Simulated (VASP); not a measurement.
Runs of VASP 6.6.1 on AlRu (CsCl type). The structure is that of space group Pm-3m (No. 221), or close to it. The cells are those of the table. 

```tsv
cell	gap on the mesh (eV)	pressure (GPa)
a = 3.010 Å, 2 atoms	none	(a)
a = 2.980 Å, 2 atoms	none	-5.7
a = 2.918 Å, 2 atoms	none	9.6
a = 2.949 Å, 2 atoms	none	1.3
```

Alike in all rows: task single point; level HSE06; potentials or basis VASP PAW PBE potentials, release 64 (Ru_sv, Al); no spin polarisation; k mesh 4 × 4 × 4; cutoff (eV) 420; smearing fermi-dirac 0.1 eV.

**Question.** Fill in the values left out.

**Answer.** (a) -11.6.

Caveats: all runs use coarse meshes; the PAW data sets were made with another functional, which shifts forces and pressure a little.

A k mesh can miss the band edges, and the runs leave out spin-orbit coupling on Ru.

A gap of «none» marks levels without a gap at the run's occupations.
